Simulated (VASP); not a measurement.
Set up this calculation in VASP 6.6.1, as the native input.

- Task: relaxation of cell and atoms
- Functional: PBEsol
- Potentials or basis: VASP PAW PBE potentials, release 64 (Ga_d, N)
- Cutoff: 600 eV
- k mesh: 8 × 8 × 8
- Occupations: fermi-dirac, width 0.02 eV
- Spin: no spin polarisation
- Dipole correction: no
- Further INCAR settings: ALGO = Normal; EDIFF = 1e-06; IBRION = 2; EDIFFG = -0.005; NSW = 80; ISIF = 3

The structure of GaN lies in POSCAR:

```
GaN
1.0
    0.0000000000      2.2742071969      2.2742071969
    2.2742071969      0.0000000000      2.2742071969
    2.2742071969      2.2742071969      0.0000000000
Ga N
1 1
Direct
    0.0000000000      0.0000000000      0.0000000000
    0.7500000000      0.7500000000      0.7500000000
```

These files were run (other wordings do the same):

INCAR

```
SYSTEM = GaN
  PREC = Accurate
  ENCUT = 600
  EDIFF = 1E-6
  ISMEAR = -1
  SIGMA = 0.02
  LREAL = .False.
  LASPH = .True.
  NELM = 60
  ALGO = Normal
  ISIF = 3
  LWAVE = .False.
  LCHARG = .False.
  GGA = PS
  IBRION = 2
  NSW = 80
  EDIFFG = -0.005
```

KPOINTS

```
regular mesh
0
Gamma
  8 8 8
  0 0 0
```

Potentials or basis: VASP PAW PBE potentials, release 64 (Ga_d, N).

The run is started by

```bash
$ cat potpaw_PBE.64/Ga_d/POTCAR potpaw_PBE.64/N/POTCAR > POTCAR
$ mpirun -np 1 vasp_std > vasp.out
```

Results of the run:

```yaml
Relaxed_volume: 11.36 Å³/atom
Relaxed_cell: a = 3.179 Å, b = 3.179 Å, c = 3.179 Å, α = 60.00°, β = 60.00°, γ = 60.00°
Space_group_after_relaxing_to_0.05_Å: F-43m (No. 216)
Energy_gained_by_relaxing: 8.2 meV/atom
Ionic_steps: 7
Pressure_after_relaxing: -0.1 GPa
Band_gap_on_the_k_mesh: 1.73 eV, direct
```

Caveat: the PAW data sets were made with another functional, which shifts forces and pressure a little.

It took 33 s on 1 thread of Intel(R) Xeon(R) 6975P-C (Granite Rapids), with other jobs on the host, peak memory 0.17 GiB.
